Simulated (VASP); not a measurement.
Wanted: the native input for a VASP 6.6.1 run.

```
Task                   : single point
Functional             : LDA
Potentials or basis    : VASP PAW LDA potentials, release 64 (Sc_sv, F)
Cutoff                 : 520 eV
k mesh                 : 6 × 6 × 6
Occupations            : gaussian, width 0.05 eV
Spin                   : no spin polarisation
Dipole correction      : no
Further INCAR settings : ALGO = Normal; EDIFF = 1e-07; NBANDS = 24
```

The structure of ScF3 lies in POSCAR:

```
ScF3
1.0
    4.3589119803      0.0000000000      0.0000000000
    0.0000000000      4.3589119803      0.0000000000
    0.0000000000      0.0000000000      3.3999513446
Sc F
1 3
Direct
    0.0000000000      0.0000000000      0.0000000000
    0.5000000000      0.0000000000      0.0000000000
    0.0000000000      0.5000000000      0.0000000000
    0.0000000000      0.0000000000      0.5000000000
```

This cell differs from its parent crystal: ratio of the length along z to the lengths across it x 0.78, volume and fractional coordinates fixed.

These files were run (other wordings do the same):

INCAR

```
PREC     = Accurate       # precision mode
ENCUT    = 520            # plane-wave cutoff, eV
EDIFF    = 1E-7           # SCF threshold, eV
ISMEAR   = 0              # smearing method
SIGMA    = 0.05           # smearing width, eV
LREAL    = False          # projectors in reciprocal space
LASPH    = True           # aspherical terms in the spheres
NELM     = 100            # most SCF steps
ALGO     = Normal         # electronic algorithm
ISIF     = 2              # what is computed and relaxed
LWAVE    = False          # write WAVECAR
LCHARG   = True           # write CHGCAR
LELF     = True           # ELF
LVHAR    = True         
NBANDS   = 24             # bands
```

KPOINTS

```
regular mesh
0
Gamma
  6 6 6
```

Potentials or basis: VASP PAW LDA potentials, release 64 (Sc_sv, F).

Run with:

```bash
$ cat potpaw_LDA.64/Sc_sv/POTCAR potpaw_LDA.64/F/POTCAR > POTCAR
$ mpirun -np 1 vasp_std > vasp.out
```

Results of the run:

| Item | Value |
| --- | --- |
| Pressure | 13.4 GPa |
| Band gap on the k mesh | 5.31 eV, indirect (least direct gap 5.56 eV) |

Wall time 26 s on 1 thread of Intel(R) Xeon(R) 6975P-C (Granite Rapids), with other jobs on the host, peak memory 0.18 GiB.
